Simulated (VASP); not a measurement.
# PbSe (I4/mmm) in VASP: further runs

PbSe is run at these levels: r2SCAN; tasks: single point.

All numbers are computed with VASP 6.6.1; they aren't measurements. Logs are shortened: lines on timing, memory, paths and dates and some standing lists are left out, and cuts for length are marked.

## 1. The cell of the first run

The structure is tetragonal, space group I4/mmm (No. 139). Conventional cell: a = 4.237 Å, b = 4.237 Å, c = 6.213 Å, α = 90.00°, β = 90.00°, γ = 90.00°. Within 3.9 Å of Pb (site symmetry 4/mmm) lie 6 Se at 3.00 to 3.11 Å. Within 3.9 Å of Se (site symmetry 4/mmm) lie 6 Pb at 3.00 to 3.11 Å.

## 2. Single point, r2SCAN (epitaxial xy strain -3.0%)

POSCAR reads:

```
PbSe
1.0
    0.0000000000      2.9960411529      3.1064987813
    2.9960411529      0.0000000000      3.1064987813
    2.9960411529      2.9960411529      0.0000000000
Pb Se
1 1
Direct
    0.0000000000      0.0000000000      0.0000000000
    0.5000000000      0.5000000000      0.5000000000
```

INCAR.step1 reads:

```
PREC = Accurate ; ENCUT = 520
ISMEAR = 0 ; SIGMA = 0.01
LREAL = F ; LASPH = T
NELM = 80 ; NBANDS = 17
GGA = PE ; ALGO = Normal
EDIFF = 1E-4 ; LWAVE = T
LCHARG = F
```

INCAR.step2 reads:

```
PREC = Accurate ; ENCUT = 520
EDIFF = 1E-6 ; ISMEAR = 0
SIGMA = 0.01 ; LREAL = F
LASPH = T ; NELM = 80
ALGO = Normal ; ISIF = 2
LWAVE = F ; LCHARG = F
METAGGA = R2SCAN ; LMIXTAU = T
NBANDS = 17 ; ISTART = 1
```

KPOINTS reads:

```
Automatic mesh
0
Gamma
  8 8 8
```

Potentials or basis: VASP PAW PBE potentials, release 64 (Pb_d, Se).

The run is started by

```bash
> cat potpaw_PBE.64/Pb_d/POTCAR potpaw_PBE.64/Se/POTCAR > POTCAR
> cp INCAR.step1 INCAR
> mpirun -np 1 vasp_std > vasp.out
> cp INCAR.step2 INCAR
> mpirun -np 1 vasp_std > vasp.out
```

OUTCAR:

```text
PREC = Accurate
   ENCUT = 520
   EDIFF = 1E-6
   ISMEAR = 0
   LREAL = F
   LASPH = T
   NELM = 80
   ISIF = 2
   METAGGA = R2SCAN
   ISTART = 1

 ion  position               nearest neighbor table
   1  0.000  0.000  0.000-   2 3.00   2 3.00   2 3.00   2 3.00   2 3.11   2 3.11
   2  0.500  0.500  0.500-   1 3.00   1 3.00   1 3.00   1 3.00   1 3.11   1 3.11

  LATTYP: Found a body centered tetragonal cell.
 ALAT       =     4.2370420319
 C/A-ratio  =     1.4663525912

  Lattice vectors:

 A1 = (  -2.9960411529,   0.0000000000,   3.1064987813)
 A2 = (   2.9960411529,   0.0000000000,   3.1064987813)
 A3 = (   0.0000000000,   2.9960411529,  -3.1064987813)

Analysis of symmetry for initial positions (statically):
=====================================================================
 Subroutine PRICEL returns:
 Original cell was already a primitive cell.

 Routine SETGRP: Setting up the symmetry group for a
 body centered tetragonal supercell.

 Subroutine GETGRP returns: Found 16 space group operations
 (whereof 16 operations were pure point group operations)
 out of a pool of 16 trial point group operations.

The static configuration has the point symmetry D_4h.

Analysis of symmetry for dynamics (positions and initial velocities):
=====================================================================
 Subroutine PRICEL returns:
 Original cell was already a primitive cell.

 Routine SETGRP: Setting up the symmetry group for a
 body centered tetragonal supercell.

 Subroutine GETGRP returns: Found 16 space group operations
 (whereof 16 operations were pure point group operations)
 out of a pool of 16 trial point group operations.

The dynamic configuration has the point symmetry D_4h.

 Subroutine INISYM returns: Found 16 space group operations
 (whereof 16 operations are pure point group operations),
 and found     1 'primitive' translations

----------------------------------------------------------------------------------------

                                     Primitive cell

  volume of cell :      55.7695

  direct lattice vectors                    reciprocal lattice vectors
     0.000000000  2.996041153  3.106498781    -0.166886893  0.166886893  0.160952904
     2.996041153  0.000000000  3.106498781     0.166886893 -0.166886893  0.160952904
     2.996041153  2.996041153  0.000000000     0.166886893  0.166886893 -0.160952904

  length of vectors
     4.315854176  4.315854176  4.237042032     0.285671678  0.285671678  0.285671678

  position of ions in fractional coordinates (direct lattice)
     0.000000000  0.000000000  0.000000000
     0.500000000  0.500000000  0.500000000

  ion indices of the primitive-cell ions
   primitive index   ion index
                 1           1
                 2           2

----------------------------------------------------------------------------------------

 KPOINTS: Automatic mesh

Automatic generation of k-mesh.
 Grid dimensions read from file:
 generate k-points for:    8    8    8

 Generating k-lattice:

  Cartesian coordinates                     Fractional coordinates (reciprocal lattice)
    -0.020860862  0.020860862  0.020119113     0.125000000  0.000000000  0.000000000
     0.020860862 -0.020860862  0.020119113     0.000000000  0.125000000  0.000000000
     0.020860862  0.020860862 -0.020119113     0.000000000  0.000000000  0.125000000

  Length of vectors
     0.035708960  0.035708960  0.035708960

  Shift w.r.t. Gamma in fractional coordinates (k-lattice)
     0.000000000  0.000000000  0.000000000

 Subroutine IBZKPT returns following result:
 ===========================================

 Found     59 irreducible k-points:

 Following reciprocal coordinates:
            Coordinates               Weight
  0.000000  0.000000  0.000000      1.000000
  0.125000 -0.000000  0.000000      8.000000
  0.250000 -0.000000  0.000000      8.000000
  0.375000 -0.000000  0.000000      8.000000
  0.500000 -0.000000  0.000000      4.000000
  0.125000  0.125000  0.000000      2.000000
[... 16 lines left out ...]
  0.250000 -0.000000  0.125000     16.000000
  0.375000 -0.000000  0.125000     16.000000
 [... further k-points ...]
   k-points           NKPTS =     59   k-points in BZ     NKDIM =     59   number of bands    NBANDS=     17
   number of dos      NEDOS =    301   number of ions     NIONS =      2
   total plane-waves  NPLWV =  32768
   dimension x,y,z NGX =    32 NGY =   32 NGZ =   32
   dimension x,y,z NGXF=    64 NGYF=   64 NGZF=   64
   ions per type =               1   1
   NGX,Y,Z   is equivalent  to a cutoff of  12.33, 12.33, 12.56 a.u.
   NGXF,Y,Z  is equivalent  to a cutoff of  24.65, 24.65, 25.11 a.u.
 SYSTEM =  unknown system
   PREC   = accura    normal or accurate (medium, high low for compatibility)
   ISTART =      1    job   : 0-new  1-cont  2-samecut
   ICHARG =      0    charge: 1-file 2-atom 10-const
   ISPIN  =      1    spin polarized calculation?
   LNONCOLLINEAR =      F non collinear calculations
   LSORBIT =      F    spin-orbit coupling
   LASPH  =      T    aspherical Exc in radial PAW
   ENCUT  =  520.0 eV  38.22 Ry    6.18 a.u.   8.02  8.02  7.88*2*pi/ulx,y,z
   NELM   =     80;   NELMIN=  2; NELMDL=  0     # of ELM steps
   EDIFF  = 0.1E-05   stopping-criterion for ELM
   LREAL  =      F    real-space projection
   EDIFFG = 0.1E-04   stopping-criterion for IOM
   NSW    =      0    number of steps for IOM
   IBRION =     -1    ionic relax: 0-MD 1-quasi-New 2-CG
   NFREE  =      0    steps in history (QN), initial steepest desc. (CG)
   ISIF   =      2    stress and relaxation
   ISYM   =      2    0-nonsym 1-usesym 2-fastsym
   POTIM  = 0.5000    time-step for ionic-motion
   TEBEG  =    0.0;   TEEND  =   0.0 temperature during run
   PSTRESS=    0.0 pullay stress
   NELECT =      20.0000    total number of electrons
   NUPDOWN=      -1.0000    fix difference up-down
   EMIN   =  10.00;   EMAX   =-10.00  energy-range for DOS
   EFERMI =   0.00;   METHOD = LEGACY
   ISMEAR =     0;   SIGMA  =   0.01  broadening in eV -4-tet -1-fermi 0-gaus
   EFERMI_NEDOS =   21; number of points for ismear=-14 and -15
   IALGO  =     38    algorithm
   IMIX   =      4    mixing-type and parameters
     AMIX     =   0.40;   BMIX     =  1.00
     AMIX_MAG =   1.60;   BMIX_MAG =  1.00
  volume/ion in A,a.u.               =      27.88       188.18
  Fermi-wavevector in a.u.,A,eV,Ry     =   1.163106  2.197951 18.406169  1.352815
  Thomas-Fermi vector in A             =   2.299659
   LORBIT       =      0    0 simple, 1 ext, 2 COOP (PROOUT), +10 PAW based schemes
   METAGGA = R2SCAN    functional components
   LHFCALC =     F    Hartree Fock is set to
   AEXX    =    0.0000 exact exchange contribution
   IVDW    =     0    specifies the selected vdW correction
   LEPSILON=     F    determine dielectric tensor
   LRPA    =     F    only Hartree local field effects (RPA)
 non-spin polarized calculation
 Gauss-broadening in eV      SIGMA  =   0.01
  energy-cutoff  :      520.00
  volume of cell :       55.77
 maximum number of plane-waves:      1520
   NGX = 17   NGY = 17   NGZ = 15

 number of electron      20.0000002 magnetization

 Free energy of the ion-electron system (eV)
  ---------------------------------------------------
  ext. energy  EPLUGINS =         0.00000000
  ---------------------------------------------------
  free energy    TOTEN  =       -71.88632877 eV

  energy without entropy =      -71.88632877  energy(sigma->0) =      -71.88632877

 E-fermi :   5.3938     XC(G=0): -10.2051

 val. band max:        5.3405166136   @ k =   0.5000  -0.0000   0.0000
 cond. band min:       5.7759433828   @ k =   0.5000  -0.0000   0.0000
 fundamental gap:      0.4354267692
 Fermi energy:         5.3938460050

 k-point     1 :       0.0000    0.0000    0.0000
  band No.  band energies     occupation
      1     -12.2549      2.00000
      2     -12.2451      2.00000
      3     -12.2451      2.00000
      4     -12.2357      2.00000
      5     -12.2308      2.00000
      6      -9.1345      2.00000
[... 9 lines left out ...]
     16      12.2450      0.00000
     17      13.8345      0.00000

 k-point     2 :       0.1250   -0.0000    0.0000
  band No.  band energies     occupation
      1     -12.2572      2.00000
      2     -12.2440      2.00000
      3     -12.2429      2.00000
      4     -12.2333      2.00000
      5     -12.2316      2.00000
      6      -9.0058      2.00000
[... 9 lines left out ...]
     16      12.5894      0.00000
     17      14.8529      0.00000

 k-point     3 :       0.2500   -0.0000    0.0000
  band No.  band energies     occupation
      1     -12.2652      2.00000
      2     -12.2507      2.00000
      3     -12.2422      2.00000
      4     -12.2262      2.00000
      5     -12.2185      2.00000
      6      -8.6513      2.00000
[... 9 lines left out ...]
     16      13.4523      0.00000
     17      16.8413      0.00000

 k-point     4 :       0.3750   -0.0000    0.0000
  band No.  band energies     occupation
      1     -12.2739      2.00000
      2     -12.2623      2.00000
      3     -12.2413      2.00000
      4     -12.2152      2.00000
      5     -12.2042      2.00000
      6      -8.2003      2.00000
[... 9 lines left out ...]
     16      14.8579      0.00000
     17      17.4139      0.00000
[... 343 lines left out ...]
      1     -12.2540      2.00000
      2     -12.2482      2.00000
      3     -12.2399      2.00000
      4     -12.2391      2.00000
      5     -12.2275      2.00000
      6      -8.9554      2.00000
[... 9 lines left out ...]
     16      13.3168      0.00000
     17      14.1117      0.00000

 k-point    23 :       0.2500   -0.0000    0.1250
  band No.  band energies     occupation
      1     -12.2663      2.00000
      2     -12.2488      2.00000
      3     -12.2481      2.00000
      4     -12.2298      2.00000
      5     -12.2157      2.00000
      6      -8.6635      2.00000
[... 9 lines left out ...]
     16      14.1922      0.00000
     17      15.4268      0.00000

 k-point    24 :       0.3750   -0.0000    0.1250
  band No.  band energies     occupation
      1     -12.2819      2.00000
      2     -12.2584      2.00000
      3     -12.2446      2.00000
      4     -12.2212      2.00000
      5     -12.2022      2.00000
      6      -8.2269      2.00000
[... 9 lines left out ...]
     16      15.4691      0.00000
     17      17.0453      0.00000

 [... further k-points ...]

------------------------ aborting loop because EDIFF is reached ----------------------------------------

  FORCE on cell =-STRESS in cart. coord.  units (eV):
  Direction    XX          YY          ZZ          XY          YZ          ZX
  --------------------------------------------------------------------------------------
  -------------------------------------------------------------------------------------
  Total        1.7866240      1.7866240      0.0284237      0.0000000      0.0000000      0.0000000
  in kB       51.3271344     51.3271344      0.8165720      0.0000000      0.0000000      0.0000000
  external PRESSURE =      34.4902803 kB  Pullay stress =       0.0000000 kB

 VOLUME and BASIS-vectors are now :
 -----------------------------------------------------------------------------
  energy-cutoff  :      520.00
  volume of cell :       55.77
      direct lattice vectors                 reciprocal lattice vectors
     0.000000000  2.996041153  3.106498781    -0.166886893  0.166886893  0.160952904
     2.996041153  0.000000000  3.106498781     0.166886893 -0.166886893  0.160952904
     2.996041153  2.996041153  0.000000000     0.166886893  0.166886893 -0.160952904

 POSITION                                       TOTAL-FORCE (eV/Angst)
 -----------------------------------------------------------------------------------
      0.00000      0.00000      0.00000        -0.000000     -0.000000     -0.000000
      2.99604      2.99604      3.10650         0.000000      0.000000      0.000000
 -----------------------------------------------------------------------------------
    total drift:                                0.000000     -0.000000     -0.000000

  FREE ENERGIE OF THE ION-ELECTRON SYSTEM (eV)
  ---------------------------------------------------
  free  energy   TOTEN  =       -71.8863287701 eV

  energy  without entropy=      -71.8863287701  energy(sigma->0) =      -71.88632877
```

Run time: 6.5 min. Hardware: 1 thread of AMD EPYC 7R13, shared host; peak memory 0.19 GiB.

What came out:

```
Free energy            : -71.8863 eV
Pressure               : 3.4 GPa
Band gap on the k mesh : 0.44 eV, direct
```

Stress tensor (GPa, compression positive):
```
5.13 0.00 0.00
0.00 5.13 0.00
0.00 0.00 0.08
```

Levels at points of the mesh, in eV from the valence-band top:
| k point | band 7 | band 8 | band 9 | band 10 | band 11 | band 12 | band 13 | band 14 |
| --- | --- | --- | --- | --- | --- | --- | --- | --- |
| (0.00, 0.00, 0.00) | -6.36 | -2.35 | -2.35 | -2.03 | 4.47 | 5.34 | 5.34 | 6.69 |
| (0.50, 0.00, 0.00) | -9.32 | -1.85 | -1.74 | 0.00 | 0.44 | 1.70 | 1.88 | 9.06 |
| (0.50, 0.50, 0.00) | -7.53 | -5.42 | -3.60 | -3.60 | 3.94 | 6.18 | 6.18 | 6.22 |
| (0.50, 0.00, 0.50) | -7.73 | -5.50 | -3.87 | -3.48 | 3.79 | 5.53 | 6.44 | 6.70 |

Caveat: the cell differs from its parent crystal (epitaxial xy strain -3.0%); the PAW data sets were made with another functional, which shifts forces and pressure a little; spin-orbit coupling is left out, which moves the levels of the heavy elements.

## 3. Single point, r2SCAN (epitaxial xy strain -1.0%)

POSCAR reads:

```
PbSe
1.0
    0.0000000000      3.0578151973      3.0944967051
    3.0578151973      0.0000000000      3.0944967051
    3.0578151973      3.0578151973      0.0000000000
Pb Se
1 1
Direct
    0.0000000000      0.0000000000      0.0000000000
    0.5000000000      0.5000000000      0.5000000000
```

INCAR.step1 reads:

```
SYSTEM = PbSe
PREC = Accurate
ENCUT = 520
ISMEAR = 0
SIGMA = 0.01
LREAL = .FALSE.
LASPH = .TRUE.
NELM = 100
NBANDS = 17
GGA = PE
ALGO = Normal
EDIFF = 1E-4
LWAVE = .TRUE.
LCHARG = .FALSE.
```

INCAR.step2 reads:

```
SYSTEM = PbSe
PREC = Accurate
ENCUT = 520
EDIFF = 1E-6
ISMEAR = 0
SIGMA = 0.01
LREAL = .FALSE.
LASPH = .TRUE.
NELM = 100
ALGO = Normal
ISIF = 2
LWAVE = .FALSE.
LCHARG = .FALSE.
METAGGA = R2SCAN
LMIXTAU = .TRUE.
NBANDS = 17
ISTART = 1
```

KPOINTS reads:

```
Automatic mesh
0
G
  8 8 8
  0 0 0
```

Potentials or basis: VASP PAW PBE potentials, release 64 (Pb_d, Se).

The run is started by

```bash
> cat potpaw_PBE.64/Pb_d/POTCAR potpaw_PBE.64/Se/POTCAR > POTCAR
> cp INCAR.step1 INCAR
> mpirun -np 1 vasp_std > vasp.out
> cp INCAR.step2 INCAR
> mpirun -np 1 vasp_std > vasp.out
```

Wall time 5.5 min (1 thread of AMD EPYC 7R13, shared host); peak memory 0.2 GiB.

It converged, with:

- Free energy: -71.9337 eV
- Pressure: 1.0 GPa
- Band gap on the k mesh: 0.61 eV, direct

Stress tensor (GPa, compression positive):
```
1.52 0.00 0.00
0.00 1.52 0.00
0.00 0.00 0.05
```

Levels at points of the mesh, in eV from the valence-band top:
| k point | band 6 | band 7 | band 8 | band 9 | band 10 | band 11 | band 12 | band 13 | band 14 | band 15 |
| --- | --- | --- | --- | --- | --- | --- | --- | --- | --- | --- |
| (0.00, 0.00, 0.00) | -14.07 | -6.37 | -2.02 | -2.02 | -1.91 | 4.84 | 5.12 | 5.12 | 6.93 | 7.00 |
| (0.50, 0.00, 0.00) | -12.99 | -9.01 | -1.59 | -1.56 | 0.00 | 0.61 | 1.91 | 1.97 | 9.08 | 10.63 |
| (0.50, 0.50, 0.00) | -12.64 | -7.49 | -5.06 | -3.32 | -3.32 | 4.09 | 6.00 | 6.00 | 6.33 | 11.83 |
| (0.50, 0.00, 0.50) | -12.58 | -7.55 | -5.08 | -3.40 | -3.27 | 4.05 | 5.79 | 6.08 | 6.49 | 11.75 |

Caveat: the cell differs from its parent crystal (epitaxial xy strain -1.0%); the PAW data sets were made with another functional, which shifts forces and pressure a little; spin-orbit coupling is left out, which moves the levels of the heavy elements. A k mesh can miss the band edges.
